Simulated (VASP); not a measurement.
# MnS (F-43m) in VASP: a series of runs, part 2 of 2

VASP 6.6.1.

**3. Single point, LDA, collinear spin, ferromagnetic start**

Contents of INCAR:

```
SYSTEM = MnS
ALGO = Normal
EDIFF = 1E-6
ENCUT = 520
GGA = CA
ISIF = 2
ISMEAR = -1
ISPIN = 2
LASPH = .TRUE.
LCHARG = .TRUE.
LELF = .TRUE.
LMAXMIX = 4
LORBIT = 11
LREAL = .FALSE.
LVHAR = .TRUE.
LWAVE = .FALSE.
MAGMOM = 4 0
NBANDS = 20
NELM = 150
PREC = Accurate
SIGMA = 0.05
```

Contents of KPOINTS:

```
k-points
0
G
  9 9 9
  0 0 0
```

Contents of POSCAR:

```
MnS
1.0
    0.0000000000      2.4734634191      2.4734634191
    2.4734634191      0.0000000000      2.4734634191
    2.4734634191      2.4734634191      0.0000000000
Mn S
1 1
Direct
    0.0000000000      0.0000000000      0.0000000000
    0.7500000000      0.7500000000      0.7500000000
```

Potentials or basis: VASP PAW LDA potentials, release 64 (Mn_pv, S).

Launch:

```sh
$ cat potpaw_LDA.64/Mn_pv/POTCAR potpaw_LDA.64/S/POTCAR > POTCAR
$ mpirun -np 1 vasp_std > vasp.out
```

OUTCAR:

```text
SYSTEM = MnS
   EDIFF = 1E-6
   ENCUT = 520
   GGA = CA
   ISIF = 2
   ISMEAR = -1
   ISPIN = 2
   LASPH = .TRUE.
   LORBIT = 11
   LREAL = .FALSE.
   NELM = 150
   PREC = Accurate

 ion  position               nearest neighbor table
   1  0.000  0.000  0.000-   2 2.14   2 2.14   2 2.14   2 2.14
   2  0.750  0.750  0.750-   1 2.14   1 2.14   1 2.14   1 2.14

  LATTYP: Found a face centered cubic cell.
 ALAT       =     4.9469268382

  Lattice vectors:

 A1 = (   0.0000000000,   2.4734634191,   2.4734634191)
 A2 = (   2.4734634191,   0.0000000000,   2.4734634191)
 A3 = (   2.4734634191,   2.4734634191,   0.0000000000)

Analysis of symmetry for initial positions (statically):
=====================================================================
 Subroutine PRICEL returns:
 Original cell was already a primitive cell.

 Routine SETGRP: Setting up the symmetry group for a
 face centered cubic supercell.

 Subroutine GETGRP returns: Found 24 space group operations
 (whereof 24 operations were pure point group operations)
 out of a pool of 48 trial point group operations.

The static configuration has the point symmetry T_d .

Analysis of symmetry for dynamics (positions and initial velocities):
=====================================================================
 Subroutine PRICEL returns:
 Original cell was already a primitive cell.

 Routine SETGRP: Setting up the symmetry group for a
 face centered cubic supercell.

 Subroutine GETGRP returns: Found 24 space group operations
 (whereof 24 operations were pure point group operations)
 out of a pool of 48 trial point group operations.

The dynamic configuration has the point symmetry T_d .

Analysis of structural, dynamic, and magnetic symmetry:
=====================================================================
 Subroutine PRICEL returns:
 Original cell was already a primitive cell.

 Routine SETGRP: Setting up the symmetry group for a
 face centered cubic supercell.

 Subroutine GETGRP returns: Found 24 space group operations
 (whereof 24 operations were pure point group operations)
 out of a pool of 48 trial point group operations.

The overall configuration has the point symmetry T_d .

 Subroutine INISYM returns: Found 24 space group operations
 (whereof 24 operations are pure point group operations),
 and found     1 'primitive' translations

----------------------------------------------------------------------------------------

                                     Primitive cell

  volume of cell :      30.2654

  direct lattice vectors                    reciprocal lattice vectors
     0.000000000  2.473463419  2.473463419    -0.202145702  0.202145702  0.202145702
     2.473463419  0.000000000  2.473463419     0.202145702 -0.202145702  0.202145702
     2.473463419  2.473463419  0.000000000     0.202145702  0.202145702 -0.202145702

  length of vectors
     3.498005513  3.498005513  3.498005513     0.350126627  0.350126627  0.350126627

  position of ions in fractional coordinates (direct lattice)
     0.000000000  0.000000000  0.000000000
     0.750000000  0.750000000  0.750000000

  ion indices of the primitive-cell ions
   primitive index   ion index
                 1           1
                 2           2

----------------------------------------------------------------------------------------

 KPOINTS: k-points

[... 56 lines left out ...]
   NGXF,Y,Z  is equivalent  to a cutoff of  26.61, 26.61, 26.61 a.u.
 SYSTEM =  MnS
   PREC   = accura    normal or accurate (medium, high low for compatibility)
   ISTART =      0    job   : 0-new  1-cont  2-samecut
   ICHARG =      2    charge: 1-file 2-atom 10-const
   ISPIN  =      2    spin polarized calculation?
   LNONCOLLINEAR =      F non collinear calculations
   LSORBIT =      F    spin-orbit coupling
   LASPH  =      T    aspherical Exc in radial PAW
   ENCUT  =  520.0 eV  38.22 Ry    6.18 a.u.   6.50  6.50  6.50*2*pi/ulx,y,z
   NELM   =    150;   NELMIN=  2; NELMDL= -5     # of ELM steps
   EDIFF  = 0.1E-05   stopping-criterion for ELM
   LREAL  =      F    real-space projection
   EDIFFG = 0.1E-04   stopping-criterion for IOM
   NSW    =      0    number of steps for IOM
   IBRION =     -1    ionic relax: 0-MD 1-quasi-New 2-CG
   NFREE  =      0    steps in history (QN), initial steepest desc. (CG)
   ISIF   =      2    stress and relaxation
   ISYM   =      2    0-nonsym 1-usesym 2-fastsym
   POTIM  = 0.5000    time-step for ionic-motion
   TEBEG  =    0.0;   TEEND  =   0.0 temperature during run
   PSTRESS=    0.0 pullay stress
   NELECT =      19.0000    total number of electrons
   NUPDOWN=      -1.0000    fix difference up-down
   EMIN   =  10.00;   EMAX   =-10.00  energy-range for DOS
   EFERMI =   0.00;   METHOD = LEGACY
   ISMEAR =    -1;   SIGMA  =   0.05  broadening in eV -4-tet -1-fermi 0-gaus
   EFERMI_NEDOS =   21; number of points for ismear=-14 and -15
   IALGO  =     38    algorithm
   IMIX   =      4    mixing-type and parameters
     AMIX     =   0.40;   BMIX     =  1.00
     AMIX_MAG =   1.60;   BMIX_MAG =  1.00
  volume/ion in A,a.u.               =      15.13       102.12
  Fermi-wavevector in a.u.,A,eV,Ry     =   1.401771  2.648964 26.734947  1.964963
  Thomas-Fermi vector in A             =   2.524600
   LORBIT       =     11    0 simple, 1 ext, 2 COOP (PROOUT), +10 PAW based schemes
   GGA     = CA    functional components
   LHFCALC =     F    Hartree Fock is set to
   AEXX    =    0.0000 exact exchange contribution
   IVDW    =     0    specifies the selected vdW correction
   LEPSILON=     F    determine dielectric tensor
   LRPA    =     F    only Hartree local field effects (RPA)
 spin polarized calculation
  energy-cutoff  :      520.00
  volume of cell :       30.27
 maximum number of plane-waves:       869
 NGX is ok and might be reduce to    28
   NGX = 13   NGY = 13   NGZ = 13

 number of electron      18.9999987 magnetization       0.0186053

 Free energy of the ion-electron system (eV)
  ---------------------------------------------------
  ext. energy  EPLUGINS =         0.00000000
  ---------------------------------------------------
  free energy    TOTEN  =       -15.56613714 eV

  energy without entropy =      -15.54402391  energy(sigma->0) =      -15.55508052

 E-fermi :   7.1928     XC(G=0): -11.5496

 val. band max:        7.1676251366   @ k =   0.4444   0.3333   0.0000
 cond. band min:       7.2215677730   @ k =  -0.3333   0.2222   0.0000
 fundamental gap:      0.0539426364
 Fermi energy:         7.1928374605

 spin component 1

 k-point     1 :       0.0000    0.0000    0.0000
  band No.  band energies     occupation
      1     -40.0795      1.00000
      2     -40.0795      1.00000
      3     -40.0795      1.00000
      4      -7.9719      1.00000
      5       2.5380      1.00000
      6       2.5380      1.00000
[... 541 lines left out ...]
     19      24.3561      0.00000
     20      24.3561      0.00000

 [... further k-points ...]

 spin component 2

 k-point     1 :       0.0000    0.0000    0.0000
  band No.  band energies     occupation
      1     -40.0629      1.00000
      2     -40.0629      1.00000
      3     -40.0629      1.00000
      4      -7.9709      1.00000
      5       2.5428      1.00000
      6       2.5428      1.00000
[... 541 lines left out ...]
     19      24.3585      0.00000
     20      24.3585      0.00000

 [... further k-points ...]
[... 5 lines left out ...]
  --------------------------------------------------------------------------------------
  -------------------------------------------------------------------------------------
  Total       -1.2900366     -1.2900366     -1.2900366     -0.0000000     -0.0000000      0.0000000
  in kB      -68.2914193    -68.2914193    -68.2914193     -0.0000000     -0.0000000      0.0000000
  external PRESSURE =     -68.2914193 kB  Pullay stress =       0.0000000 kB

 VOLUME and BASIS-vectors are now :
 -----------------------------------------------------------------------------
  energy-cutoff  :      520.00
  volume of cell :       30.27
      direct lattice vectors                 reciprocal lattice vectors
     0.000000000  2.473463419  2.473463419    -0.202145702  0.202145702  0.202145702
     2.473463419  0.000000000  2.473463419     0.202145702 -0.202145702  0.202145702
     2.473463419  2.473463419  0.000000000     0.202145702  0.202145702 -0.202145702

 POSITION                                       TOTAL-FORCE (eV/Angst)
 -----------------------------------------------------------------------------------
      0.00000      0.00000      0.00000        -0.000000     -0.000000     -0.000000
      3.71020      3.71020      3.71020         0.000000      0.000000      0.000000
 -----------------------------------------------------------------------------------
    total drift:                               -0.000000     -0.000000     -0.000000

  FREE ENERGIE OF THE ION-ELECTRON SYSTEM (eV)
  ---------------------------------------------------
  free  energy   TOTEN  =       -15.5661371379 eV

  energy  without entropy=      -15.5440239097  energy(sigma->0) =      -15.55508052

 total charge

# of ion       s       p       d       tot
------------------------------------------
    1        0.355   6.310   5.390  12.054
    2        1.321   2.408   0.000   3.728
--------------------------------------------------
tot          1.675   8.718   5.390  15.783

 magnetization (x)

# of ion       s       p       d       tot
------------------------------------------
    1        0.001   0.000   0.017   0.018
    2       -0.000  -0.000   0.000  -0.000
--------------------------------------------------
tot          0.000  -0.000   0.017   0.017
```

OSZICAR:

```text
N       E                     dE             d eps       ncg     rms          rms(c)
DAV:   1     0.159646224992E+03    0.15965E+03   -0.10231E+04  2800   0.102E+03
DAV:   2    -0.815955698184E+01   -0.16781E+03   -0.15923E+03  2908   0.297E+02
DAV:   3    -0.161460714497E+02   -0.79865E+01   -0.78770E+01  3240   0.705E+01
[... 15 lines left out ...]
DAV:  19    -0.155661321067E+02   -0.54589E-05   -0.30997E-05  3176   0.432E-02    0.441E-03
DAV:  20    -0.155661344575E+02   -0.23507E-05   -0.15826E-05  3296   0.301E-02    0.326E-03
DAV:  21    -0.155661356948E+02   -0.12373E-05   -0.98444E-06  2832   0.225E-02    0.224E-03
DAV:  22    -0.155661367480E+02   -0.10532E-05   -0.27567E-05  3280   0.409E-02    0.209E-03
DAV:  23    -0.155661371379E+02   -0.38991E-06   -0.80368E-06  3060   0.213E-02
   1 F= -.15566137E+02 E0= -.15555081E+02  d E =-.221132E-01  mag=     0.0169
```

stdout:

```text
POSCAR found type information on POSCAR MnS
 POSCAR found :  2 types and       2 ions
 scaLAPACK will be used
 LDA part: xc-table for (Slater(with rela. corr.)+CA(PZ))
 , standard interpolation
 POSCAR, INCAR and KPOINTS ok, starting setup
 FFT: planning ... GRIDC
 FFT: planning ... GRID_SOFT
 FFT: planning ... GRID
 WAVECAR not read
 entering main loop
```

Run time: 71 s. Hardware: 1 thread of AMD EPYC 7R43 (Zen 3), shared host; peak memory 0.13 GiB.

Results:

| Item | Value |
| --- | --- |
| Free energy | -15.5661 eV |
| Pressure | -6.8 GPa |
| Net moment | 0.02 μB per cell |
| Valence electrons inside the program's atomic spheres | Mn 12.05; S 3.73 |

Levels at points of the mesh, in eV from the Fermi level:
Spin up:
```
           k point  band 5  band 6  band 7  band 8  band 9  band 10  band 11  band 12  band 13  band 14
(0.00, 0.00, 0.00)   -4.65   -4.65   -4.65   -0.71   -0.71     3.71     3.71     3.71     3.74     7.94
```
Spin down:
| k point | band 5 | band 6 | band 7 | band 8 | band 9 | band 10 | band 11 | band 12 | band 13 | band 14 |
| --- | --- | --- | --- | --- | --- | --- | --- | --- | --- | --- |
| (0.00, 0.00, 0.00) | -4.65 | -4.65 | -4.65 | -0.70 | -0.70 | 3.72 | 3.72 | 3.72 | 3.75 | 7.94 |

Caveat: the starting moments collapsed, and a magnetic state may lie lower; semilocal functionals often make such compounds metallic where correlation or magnetic order opens a gap, which also shifts bond lengths. With open d or f shells a metallic result of LDA can be an artefact of self-interaction; +U or a hybrid may open a gap.
